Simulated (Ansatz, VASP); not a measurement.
**Two plane-wave programs on Zn**

The input INCAR:

```
ALGO = Normal ; DIPOL = 0.5 0.5 0.500
EDIFF = 1E-6 ; ENCUT = 400
GGA = PE ; GGA_COMPAT = F
IDIPOL = 3 ; ISIF = 2
ISMEAR = -1 ; LASPH = T
LCHARG = T ; LDIPOL = T
LELF = T ; LREAL = F
LVACPOTAV = T ; LVHAR = T
LWAVE = F ; NBANDS = 32
NELM = 120 ; NELMDL = -8
PREC = Accurate ; SIGMA = 0.1
```

File KPOINTS:

```
k-points
0
Gamma
  14 7 1
```

POSCAR

```
Zn
1.0
    2.6358128869      0.0000000000      0.0000000000
    0.0000000000      5.0929170809      0.0000000000
    0.0000000000      0.0000000000     19.0436000000
Zn
4
Direct
    0.0000000000      0.7500000000      0.4200893065
    0.5000000000      0.2500000000      0.4600446535
    0.5000000000      0.7500000000      0.5399553465
    0.0000000000      0.2500000000      0.5799106935
```

Input for Ansatz:

```yaml
crystal:
  lattice:
    - [2.6358128869, 0.0, 0.0]
    - [0.0, 5.0929170809, 0.0]
    - [0.0, 0.0, 19.0436]
  atoms:
    - { symbol: Zn, position: [0.0, 0.75, 0.4200893065] }
    - { symbol: Zn, position: [0.5, 0.25, 0.4600446535] }
    - { symbol: Zn, position: [0.5, 0.75, 0.5399553465] }
    - { symbol: Zn, position: [0.0, 0.25, 0.5799106935] }
kpoints:
  mp_grid: { grid: [14, 7, 1] }
scf:
  occupations: { method: fermi_dirac, width: 0.1 }
hamiltonian:
  xc: pbe
  pseudopotentials: { kind: paw }
output:
  forces: true
  stress: true
  eigenvalues: true
  populations: true
efield:
  axis: 3
  amplitude: 0
  dipole_correction: true
```

Alike in both runs: task single point; functional PBE; k mesh 14 × 7 × 1; occupations fermi-dirac, width 0.1 eV; no spin polarisation.

|  | VASP | Ansatz |
| --- | --- | --- |
| version | VASP 6.6.1 | Ansatz 0.2.0 |
| potentials or method | VASP PAW PBE potentials, release 64 (Zn) | PAW with Ansatz's default frozen-core files, scalar-relativistic |
| plane-wave cutoff (eV) | 400 | 420 |
| valence electrons in the cell | 48 | 48 |

|  | VASP | Ansatz | Ansatz less VASP |
| --- | --- | --- | --- |
| rms of the force components (eV/Å) | 0.263 | 0.257 | -0.0063 |

Atom by atom the forces differ by 0.009 eV/Å (rms over components). The functional is the same, so the differences come from potentials, cutoffs and numerics.
